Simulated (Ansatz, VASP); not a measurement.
## Mo in VASP and in Ansatz

```xyz
1
Lattice="0.0000 2.3261 1.5120 2.3261 0.0000 1.5120 2.3261 2.3261 0.0000" Properties=species:S:1:pos:R:3 pbc="T T T"
Mo    0.0000    0.0000    0.0000
```

Alike in both runs: task single point; functional PBE; k mesh 22 × 22 × 22; occupations gaussian, width 0.15 eV; no spin polarisation.

|  | VASP | Ansatz |
| --- | --- | --- |
| version | VASP 6.6.1 | Ansatz 0.2.0 |
| potentials or method | VASP PAW PBE potentials, release 64 (Mo_sv), cutoff 520 eV | scalar-relativistic, plane waves, PAW |
| valence electrons in the cell | 14 | 14 |

|  | VASP | Ansatz | Ansatz less VASP |
| --- | --- | --- | --- |
| gap on the k mesh at the Fermi level (eV) | none | none | - |
| pressure (GPa) | -7.2 | -7.7 | -0.50 |
| traceless stress, the component that is largest in VASP (GPa) | 15.19 | 15.20 | +0.013 |

A gap of «none» marks a metal or a gap that the smearing closes. The functional is the same, so the differences come from potentials, cutoffs and numerics.
